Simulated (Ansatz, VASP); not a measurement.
**One calculation of WS2, two programs**

```xyz
6
Lattice="3.1147 0.0000 0.0000 -1.5574 2.6974 0.0000 0.0000 0.0000 12.1298" Properties=species:S:1:pos:R:3 pbc="T T T"
W     0.0000    1.7983    9.0931
W     1.5574    0.8991    3.0367
S     0.0000    1.7983    1.4600
S     1.5574    0.8991    7.5164
S     0.0000    1.7983    4.6134
S     1.5574    0.8991   10.6698
```

Change from the starting cell: strain along c alone, the other axes held, atoms relaxed: +3.0 %.

Alike in both runs: functional PBEsol; dispersion D3(BJ); k mesh 12 × 12 × 4; occupations gaussian, width 0.02 eV; no spin polarisation.

Ansatz relaxed the structure, and its values are those at the end. VASP's run is a single point on that final structure, the one shown.

```csv
,VASP,Ansatz
version,VASP 6.6.1,Ansatz 0.2.0
potentials or method,"VASP PAW PBE potentials, release 64 (W_sv, S), cutoff 520 eV","scalar-relativistic, plane waves, PAW"
valence electrons in the cell,52,52
```

|  | VASP | Ansatz | Ansatz less VASP |
| --- | --- | --- | --- |
| gap on the k mesh at the Fermi level (eV) | 0.86 | 0.84 | -0.019 |
| least direct gap on the mesh (eV) | 1.97 | 1.97 | -0.004 |
| pressure (GPa) | -0.8 | -1.0 | -0.15 |
| rms of the force components (eV/Å) | 0.011 | 0.002 | -0.0090 |

VASP's potentials were made for PBE, not for PBEsol. Ansatz's warnings: stress scf threshold loose.

Spin-orbit coupling is off throughout.
